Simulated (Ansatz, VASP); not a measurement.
One calculation of C, two programs

```xyz
12
Lattice="2.4448 0.0000 0.0000 -1.2224 2.1173 0.0000 0.0000 0.0000 21.3489" Properties=species:S:1:pos:R:3 pbc="T T T"
C     0.0000    0.0000   19.6343
C     0.0000    1.4115   19.6338
C     0.0000    0.0000   15.9478
C     0.0000    1.4115   15.9472
C     1.2224    0.7058    5.4017
C     0.0000    0.0000    5.4012
C     1.2224    0.7058    1.7151
C     0.0000    0.0000    1.7146
C     0.0000    1.4115   12.5180
C     1.2224    0.7058   12.5175
C     0.0000    1.4115    8.8315
C     1.2224    0.7058    8.8309
```

Change from the starting cell: strain along c alone, the other axes held, atoms relaxed: +3.0 %.

Alike in both runs: functional LDA; k mesh 18 × 18 × 2; occupations gaussian, width 0.01 eV; no spin polarisation.

Ansatz relaxed the structure, and its values are those at the end. VASP's run is a single point on that final structure, the one shown.

|  | VASP | Ansatz |
| --- | --- | --- |
| version | VASP 6.6.1 | Ansatz 0.2.0 |
| potentials or method | VASP PAW LDA potentials, release 64 (C), cutoff 520 eV | scalar-relativistic, plane waves, PAW |
| valence electrons in the cell | 48 | 48 |

```csv
,VASP,Ansatz,Ansatz less VASP
gap on the k mesh at the Fermi level (eV),0.19,0.19,0.000
least direct gap on the mesh (eV),0.19,0.19,0.000
pressure (GPa),0.6,-0.2,-0.75
```

LDA's correlation is that of Perdew and Zunger in VASP and of Perdew and Wang (1992) in Ansatz. Ansatz's warnings: stress scf threshold loose.
